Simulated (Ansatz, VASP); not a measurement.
# Two plane-wave programs on Si

```xyz
2
Lattice="0.0000 2.7221 2.7221 2.7221 0.0000 2.7221 2.7221 2.7221 0.0000" Properties=species:S:1:pos:R:3 pbc="T T T"
Si    0.0000    0.0000    0.0000
Si    1.3611    1.3611    1.3611
```

Alike in both runs: task single point; functional PBE0; k mesh 6 × 6 × 6; no spin polarisation.

```csv
,VASP,Ansatz
version,VASP 6.6.1,Ansatz 0.2.0
potentials or method,"VASP PAW PBE potentials, release 64 (Si)","plane waves, PAW"
plane-wave cutoff (eV),520,420
occupations,"gaussian, width 0.01 eV",fixed
valence electrons in the cell,8,8
```

```csv
,VASP,Ansatz,Ansatz less VASP
gap on the k mesh at the Fermi level (eV),1.99,1.95,-0.036
pressure (GPa),-0.7,-0.4,+0.36
```

Ansatz's warnings: stress exchange threshold loose, stress scf threshold loose.
